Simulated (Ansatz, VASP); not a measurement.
## One calculation of Ag, two programs

Contents of INCAR:

```
SYSTEM = Ag
PREC     = Accurate       ! precision mode
ENCUT    = 500            ! plane-wave cutoff, eV
EDIFF    = 1E-6           ! SCF threshold, eV
ISMEAR   = -1             ! smearing method
SIGMA    = 0.1            ! smearing width, eV
LREAL    = .False.        ! projectors in reciprocal space
LASPH    = .True.         ! aspherical terms in the spheres
NELM     = 120            ! most SCF steps
ALGO     = Normal         ! electronic algorithm
ISIF     = 2              ! what is computed and relaxed
LWAVE    = .False.        ! write WAVECAR
LCHARG   = .False.        ! write CHGCAR
GGA      = PE             ! functional
NBANDS   = 12             ! bands
GGA_COMPAT= .False.
```

The input KPOINTS:

```
Automatic mesh
0
Gamma
  15 15 15
  0 0 0
```

Contents of POSCAR:

```
Ag
1.0
   -1.6293467146      1.6293467146      1.6293467146
    1.6293467146     -1.6293467146      1.6293467146
    1.6293467146      1.6293467146     -1.6293467146
Ag
1
Direct
    0.0000000000      0.0000000000      0.0000000000
```

Input for Ansatz:

```yaml
crystal:
  lattice:
    - [-1.6293467146, 1.6293467146, 1.6293467146]
    - [1.6293467146, -1.6293467146, 1.6293467146]
    - [1.6293467146, 1.6293467146, -1.6293467146]
  atoms:
    - { symbol: Ag, position: [0.0, 0.0, 0.0] }
hamiltonian:
  xc: pbe
  pseudopotentials:
    kind: paw
    azcp:
      Ag: "pseudopotentials/Ag.paw.azcp"
basis:
  ecutwfc: 420
  fft_grid_basis: typed
kpoints:
  mp_grid: { grid: [15, 15, 15], shift: [0, 0, 0] }
magnetization:
  spin_polarized: false
scf:
  occupations: { method: fermi_dirac, width: 0.1 }
  lower_state_search: "off"
output:
  stress: true
```

Alike in both runs: task single point; functional PBE; k mesh 15 × 15 × 15; occupations fermi-dirac, width 0.1 eV; no spin polarisation.

```csv
,VASP,Ansatz
version,VASP 6.6.1,Ansatz 0.2.0
potentials or method,"VASP PAW PBE potentials, release 64 (Ag), cutoff 500 eV","plane waves (420 eV) with PAW, scalar-relativistic"
valence electrons in the cell,11,19
```

VASP gave:

| Quantity | Value |
| --- | --- |
| pressure (GPa) | 3.7 |

Which values does Ansatz return?

Pressure (GPa): 3.8.

VASP's potentials hold 11 valence electrons a cell and Ansatz's 19, so a difference there can come from the potentials and not from the codes.
